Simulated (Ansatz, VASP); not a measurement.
# Si4Ru in VASP and in Ansatz

```
Si Ru
1.0
    -2.75940    2.75940    2.75940
     2.75940   -2.75940    2.75940
     2.75940    2.75940   -2.75940
Si Ru
4 1
Cartesian
  1.3797 1.3797 -1.3797
  1.3797 -1.3797 1.3797
  -1.3797 1.3797 1.3797
  1.3797 1.3797 1.3797
  0.0000 0.0000 0.0000
```

Change from the starting cell: species swapped into the MnGa4 type (Im-3m, No. 229).

Alike in both runs: functional PBE; k mesh 4 × 4 × 4; occupations gaussian, width 0.2 eV; no spin polarisation.

Ansatz relaxed the structure, and its values are those at the end. VASP's run is a single point on that final structure, the one shown.

```csv
,VASP,Ansatz
version,VASP 6.6.1,Ansatz 0.2.0
potentials or method,"VASP PAW PBE potentials, release 64 (Si, Ru_pv), cutoff 500 eV","scalar-relativistic, plane waves, PAW"
valence electrons in the cell,30,32
```

|  | VASP | Ansatz | Ansatz less VASP |
| --- | --- | --- | --- |
| gap on the k mesh at the Fermi level (eV) | none | none | - |
| pressure (GPa) | 0.1 | 0.1 | +0.01 |

A gap of «none» marks a metal or a gap that the smearing closes. VASP's potentials hold 30 valence electrons a cell and Ansatz's 32, so a difference there can come from the potentials and not from the codes.

The k mesh is coarse, so the values compare programs but aren't converged.
